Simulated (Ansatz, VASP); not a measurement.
Pb in VASP and in Ansatz

```
Pb
1.0
     0.00000    2.47525    2.47525
     2.47525    0.00000    2.47525
     2.47525    2.47525    0.00000
Pb
1
Direct
  0.00000 0.00000 0.00000
```

Alike in both runs: task relaxation of cell and atoms; functional PBE; k mesh 18 × 18 × 18; occupations fermi-dirac, width 0.05 eV; no spin polarisation.

```csv
,VASP,Ansatz
version,VASP 6.6.1,Ansatz 0.2.0
potentials or method,"VASP PAW PBE potentials, release 64 (Pb_d)","PAW with Ansatz's default frozen-core files, scalar-relativistic"
plane-wave cutoff (eV),600,420
valence electrons in the cell,14,14
```

|  | VASP | Ansatz | Ansatz less VASP |
| --- | --- | --- | --- |
| relaxed volume (Å³/atom) | 32.00 | 32.01 | +0.006 |
| relaxed cell length with the largest relative difference (Å) | 3.564 | 3.564 | +0.0002 |

Neither program's run includes spin-orbit coupling.
